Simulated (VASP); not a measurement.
A run of VASP 6.6.1:

Contents of INCAR:

```
SYSTEM = ZnSe
ALGO = Normal
EDIFF = 1E-7
ENCUT = 520
GGA = PE
ISIF = 2
ISMEAR = 0
LASPH = .TRUE.
LCHARG = .FALSE.
LREAL = .FALSE.
LWAVE = .FALSE.
NBANDS = 16
NELM = 100
PREC = Accurate
SIGMA = 0.05
```

The input KPOINTS:

```
k-points
0
G
  10 10 10
  0 0 0
```

The input POSCAR:

```
ZnSe
1.0
    0.0000000000      2.5036118490      3.7554177735
    2.5036118490      0.0000000000      3.7554177735
    2.5036118490      2.5036118490      0.0000000000
Zn Se
1 1
Direct
    0.0000000000      0.0000000000      0.0000000000
    0.7500000000      0.7500000000      0.7500000000
```

Potentials or basis: VASP PAW PBE potentials, release 64 (Zn, Se).

Run with:

```bash
$ cat potpaw_PBE.64/Zn/POTCAR potpaw_PBE.64/Se/POTCAR > POTCAR
$ mpirun -np 1 vasp_std > vasp.out
```

Hardware: 1 thread of Intel(R) Xeon(R) Platinum 8259CL CPU @ 2.50GHz (Skylake/Cascade Lake) (shared host).

**Question.** How long does it take, and how much memory?

**Answer.** It took 120 s on 1 thread of Intel(R) Xeon(R) Platinum 8259CL CPU @ 2.50GHz (Skylake/Cascade Lake), on a shared host, peak memory 0.23 GiB. Counts: scf iterations 13, k points 102.
